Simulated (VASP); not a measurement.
Write the native input for VASP 6.6.1 that does the following.

```yaml
Task: single point
Functional: PBE
Potentials_or_basis: VASP PAW PBE potentials, release 64 (Zn, Se)
Cutoff: 500 eV
k_mesh: 4 × 4 × 4
Occupations: gaussian, width 0.1 eV
Spin: no spin polarisation
Dipole_correction: no
Further_INCAR_settings: ALGO = Normal; EDIFF = 1e-06; NBANDS = 16
```

The structure of ZnSe lies in POSCAR:

```
ZnSe
1.0
    0.0000000000      2.8707325699      2.8707325699
    2.8707325699      0.0000000000      2.8707325699
    2.8707325699      2.8707325699      0.0000000000
Zn Se
1 1
Direct
    0.0000000000      0.0000000000      0.0000000000
    0.7500000000      0.7500000000      0.7500000000
```

These files were run (other wordings do the same):

INCAR

```
PREC = Accurate ; ENCUT = 500
EDIFF = 1E-6 ; ISMEAR = 0
SIGMA = 0.1 ; LREAL = False
LASPH = True ; NELM = 120
ALGO = Normal ; ISIF = 2
LWAVE = False ; LCHARG = True
GGA = PE ; LELF = True
LVHAR = True ; NBANDS = 16
GGA_COMPAT = False
```

KPOINTS

```
Automatic mesh
0
Gamma
  4 4 4
```

Potentials or basis: VASP PAW PBE potentials, release 64 (Zn, Se).

The run is started by

```console
$ cat potpaw_PBE.64/Zn/POTCAR potpaw_PBE.64/Se/POTCAR > POTCAR
$ mpirun -np 1 vasp_std > vasp.out
```

Results of the run:

The pressure is 0.2 GPa. The band gap on the k mesh is 1.12 eV, direct.

Caveat: the k points lie up to 0.47 Å⁻¹ apart.

It took 5.9 s on 1 thread of AMD EPYC 9R45 96-Core Processor (Zen 5), with other jobs on the host, peak memory 0.13 GiB.
